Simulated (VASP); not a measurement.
# HoSi2O (P6/mmm) in VASP: single point with PBE

Aim: the single point of HoSi2O with PBE.

Everything below comes from runs of VASP 6.6.1. Logs are shortened: lines on timing, memory, paths and dates and some standing lists are left out, and cuts for length are marked.

## (1) The cell of the first run

Symmetry: P6/mmm, No. 191, hexagonal system. Conventional cell: a = 3.568 Å, b = 3.568 Å, c = 7.097 Å, α = 90.00°, β = 90.00°, γ = 120.00°. Ho (site symmetry 6/mmm) has 2 O at 3.55 Å and 6 Ho at 3.57 Å and 12 Si at 4.10 Å within 4.7 Å. Si (site symmetry -6m2) has 3 Si at 2.06 Å and 3 O at 2.06 Å within 2.7 Å. O (site symmetry 6/mmm) has 6 Si at 2.06 Å within 2.7 Å.

The cell was generated, and may not be a known phase.

## (2) Single point, PBE

File INCAR:

```
ALGO = All ; EDIFF = 1E-6
ENCUT = 800 ; GGA = PE
GGA_COMPAT = False ; ISEARCH = 1
ISIF = 2 ; ISMEAR = 0
KPAR = 4 ; LASPH = True
LCHARG = True ; LMAXMIX = 6
LREAL = False ; LVHAR = True
LWAVE = False ; NBANDS = 26
NELM = 300 ; PREC = Accurate
SIGMA = 0.1
```

File KPOINTS:

```
k-points
0
Gamma
  6 6 4
```

File POSCAR:

```
HoSi2O
1.0
    3.5683154200      0.0000000000      0.0000000000
   -1.7841577100      3.0902518000      0.0000000000
    0.0000000000      0.0000000000      7.0968750600
Ho Si O
1 2 1
Direct
    0.0000000000      0.0000000000      0.0000000000
    0.3333333300      0.6666666700      0.5000000000
    0.6666666700      0.3333333300      0.5000000000
    0.0000000000      0.0000000000      0.5000000000
```

Potentials or basis: VASP PAW PBE potentials, release 64 (Ho, Si, O).

Started as:

```console
$ cat potpaw_PBE.64/Ho/POTCAR potpaw_PBE.64/Si/POTCAR potpaw_PBE.64/O/POTCAR > POTCAR
$ mpirun -np 4 vasp_std > vasp.out
```

OUTCAR:

```text
EDIFF = 1E-6
   ENCUT = 800
   GGA = PE
   ISIF = 2
   ISMEAR = 0
   LASPH = True
   LREAL = False
   NELM = 300
   PREC = Accurate

 ion  position               nearest neighbor table
   1  0.000  0.000  0.000-
   2  0.333  0.667  0.500-   3 2.06   4 2.06   3 2.06   4 2.06   4 2.06   3 2.06
   3  0.667  0.333  0.500-   2 2.06   4 2.06   2 2.06   4 2.06   4 2.06   2 2.06
   4  0.000  0.000  0.500-   2 2.06   3 2.06   2 2.06   3 2.06   3 2.06   2 2.06

  LATTYP: Found a hexagonal cell.
 ALAT       =     3.5683154200
 C/A-ratio  =     1.9888586699

  Lattice vectors:

 A1 = (   3.5683154200,   0.0000000000,   0.0000000000)
 A2 = (  -1.7841577100,   3.0902518000,   0.0000000000)
 A3 = (   0.0000000000,   0.0000000000,   7.0968750600)

Analysis of symmetry for initial positions (statically):
=====================================================================
 Subroutine PRICEL returns:
 Original cell was already a primitive cell.

 Routine SETGRP: Setting up the symmetry group for a
 hexagonal supercell.

 Subroutine GETGRP returns: Found 24 space group operations
 (whereof 24 operations were pure point group operations)
 out of a pool of 24 trial point group operations.

The static configuration has the point symmetry D_6h.

Analysis of symmetry for dynamics (positions and initial velocities):
=====================================================================
 Subroutine PRICEL returns:
 Original cell was already a primitive cell.

 Routine SETGRP: Setting up the symmetry group for a
 hexagonal supercell.

 Subroutine GETGRP returns: Found 24 space group operations
 (whereof 24 operations were pure point group operations)
 out of a pool of 24 trial point group operations.

The dynamic configuration has the point symmetry D_6h.

 Subroutine INISYM returns: Found 24 space group operations
 (whereof 24 operations are pure point group operations),
 and found     1 'primitive' translations

----------------------------------------------------------------------------------------

                                     Primitive cell

[... 83 lines left out ...]
   ICHARG =      2    charge: 1-file 2-atom 10-const
   ISPIN  =      1    spin polarized calculation?
   LNONCOLLINEAR =      F non collinear calculations
   LSORBIT =      F    spin-orbit coupling
   LASPH  =      T    aspherical Exc in radial PAW
   ENCUT  =  800.0 eV  58.80 Ry    7.67 a.u.   8.23  8.23 16.37*2*pi/ulx,y,z
   NELM   =    300;   NELMIN=  2; NELMDL= -5     # of ELM steps
   EDIFF  = 0.1E-05   stopping-criterion for ELM
   LREAL  =      F    real-space projection
   EDIFFG = 0.1E-04   stopping-criterion for IOM
   NSW    =      0    number of steps for IOM
   IBRION =     -1    ionic relax: 0-MD 1-quasi-New 2-CG
   NFREE  =      0    steps in history (QN), initial steepest desc. (CG)
   ISIF   =      2    stress and relaxation
   ISYM   =      2    0-nonsym 1-usesym 2-fastsym
   POTIM  = 0.5000    time-step for ionic-motion
   TEBEG  =    0.0;   TEEND  =   0.0 temperature during run
   PSTRESS=    0.0 pullay stress
   NELECT =      35.0000    total number of electrons
   NUPDOWN=      -1.0000    fix difference up-down
   EMIN   =  10.00;   EMAX   =-10.00  energy-range for DOS
   EFERMI =   0.00;   METHOD = LEGACY
   ISMEAR =     0;   SIGMA  =   0.10  broadening in eV -4-tet -1-fermi 0-gaus
   EFERMI_NEDOS =   21; number of points for ismear=-14 and -15
   IALGO  =     58    algorithm
   IMIX   =      4    mixing-type and parameters
     AMIX     =   0.40;   BMIX     =  1.00
     AMIX_MAG =   1.60;   BMIX_MAG =  1.00
  volume/ion in A,a.u.               =      19.56       132.03
  Fermi-wavevector in a.u.,A,eV,Ry     =   1.251957  2.365856 21.325723  1.567396
  Thomas-Fermi vector in A             =   2.385880
   LORBIT       =      0    0 simple, 1 ext, 2 COOP (PROOUT), +10 PAW based schemes
   GGA     = PE    functional components
   LHFCALC =     F    Hartree Fock is set to
   AEXX    =    0.0000 exact exchange contribution
   IVDW    =     0    specifies the selected vdW correction
   LEPSILON=     F    determine dielectric tensor
   LRPA    =     F    only Hartree local field effects (RPA)
 non-spin polarized calculation
 Gauss-broadening in eV      SIGMA  =   0.10
  energy-cutoff  :      800.00
  volume of cell :       78.26
 maximum number of plane-waves:      4050
 NGX is ok and might be reduce to    36
   NGX = 17   NGY = 17   NGZ = 33

 number of electron      34.9999999 magnetization

 Free energy of the ion-electron system (eV)
  ---------------------------------------------------
  ext. energy  EPLUGINS =         0.00000000
  ---------------------------------------------------
  free energy    TOTEN  =       -16.14211769 eV

  energy without entropy =      -15.91504081  energy(sigma->0) =      -16.02857925

 E-fermi :   4.5901     XC(G=0):  -9.7165

 val. band max:        4.5925968846   @ k =   0.1667   0.0000   0.2500
 cond. band min:       4.6018353399   @ k =   0.3333   0.3333   0.2500
 fundamental gap:      0.0092384554
 Fermi energy:         4.5900526103

 k-point     1 :       0.0000    0.0000    0.0000
  band No.  band energies     occupation
      1     -42.2144      2.00000
      2     -17.6198      2.00000
      3     -17.3084      2.00000
      4     -17.3084      2.00000
      5     -16.7780      2.00000
      6      -4.0190      2.00000
[... 598 lines left out ...]
     25       8.0470      0.00000
     26      11.2228      0.00000

------------------------ aborting loop because EDIFF is reached ----------------------------------------

  FORCE on cell =-STRESS in cart. coord.  units (eV):
  Direction    XX          YY          ZZ          XY          YZ          ZX
  --------------------------------------------------------------------------------------
  -------------------------------------------------------------------------------------
  Total       21.9521914     21.9521914     -6.1798164      0.0000000     -0.0000000      0.0000000
  in kB      449.4322151    449.4322144   -126.5207887      0.0000000     -0.0000000      0.0000000
  external PRESSURE =     257.4478803 kB  Pullay stress =       0.0000000 kB

 VOLUME and BASIS-vectors are now :
 -----------------------------------------------------------------------------
  energy-cutoff  :      800.00
  volume of cell :       78.26
      direct lattice vectors                 reciprocal lattice vectors
     3.568315420  0.000000000  0.000000000     0.280244284  0.161799113  0.000000000
    -1.784157710  3.090251800  0.000000000     0.000000000  0.323598226  0.000000000
     0.000000000  0.000000000  7.096875060     0.000000000  0.000000000  0.140907088

 POSITION                                       TOTAL-FORCE (eV/Angst)
 -----------------------------------------------------------------------------------
      0.00000      0.00000      0.00000        -0.000000      0.000000     -0.000000
     -0.00000      2.06017      3.54844         0.000000     -0.000000     -0.000000
      1.78416      1.03008      3.54844        -0.000000      0.000000      0.000000
      0.00000      0.00000      3.54844         0.000000      0.000000     -0.000000
 -----------------------------------------------------------------------------------
    total drift:                               -0.000000      0.000000      0.000000

  FREE ENERGIE OF THE ION-ELECTRON SYSTEM (eV)
  ---------------------------------------------------
  free  energy   TOTEN  =       -16.1421176877 eV

  energy  without entropy=      -15.9150403047  energy(sigma->0) =      -16.02857900
```

OSZICAR:

```text
N       E                     dE             d eps       ncg     rms           ort
DAV:   1     0.288248918897E+03    0.28825E+03   -0.19012E+04   546   0.943E+03
DAV:   2     0.339224573920E+02   -0.25433E+03   -0.23335E+03   546   0.749E+02
DAV:   3    -0.149707300580E+02   -0.48893E+02   -0.46799E+02   546   0.186E+02
[... 15 lines left out ...]
CGA:  99    -0.161421129678E+02   -0.16942E-05   -0.17603E-05   546   0.389E-04   0.222E-05
CGA: 100    -0.161421142842E+02   -0.13163E-05   -0.12707E-05   546   0.115E-04  -0.160E-05
 trl 101    -0.161421149426E+02   -0.65841E-06   -0.66617E-06   546   0.110E-04  -0.243E-05
CGA: 102    -0.161421149485E+02   -0.66435E-06   -0.66617E-06   546   0.308E-04  -0.170E-05
CGA: 103    -0.161421169210E+02   -0.19725E-05   -0.19840E-05   546   0.427E-04  -0.562E-06
CGA: 104    -0.161421176877E+02   -0.76663E-06   -0.83958E-06   546   0.135E-04   0.187E-05
   1 F= -.16142118E+02 E0= -.16028579E+02  d E =-.227077E+00
```

Wall time 4.4 min (4 MPI ranks of Intel Xeon Platinum 8375C at 2.90GHz (Ice Lake), shared host); peak memory 0.4 GiB.

What came out:

```yaml
Free_energy: -16.1421 eV
Pressure: 25.7 GPa
Band_gap_on_the_k_mesh: zero (an odd number of electrons rules out a gap without spin polarisation)
```

Caveat: the stress differs along the axes, from -13 to 45 GPa; spin-orbit coupling is left out, which moves the levels of the heavy elements; an odd number of electrons without spin polarisation forces a metal; a magnetic or distorted state may lie lower; the run has no spin polarisation, though such a crystal can be magnetic; semilocal functionals describe open f shells poorly, which spoils levels, moments and volumes. Spin polarisation is off, so any magnetic state and its effect on volume and gap are missing.
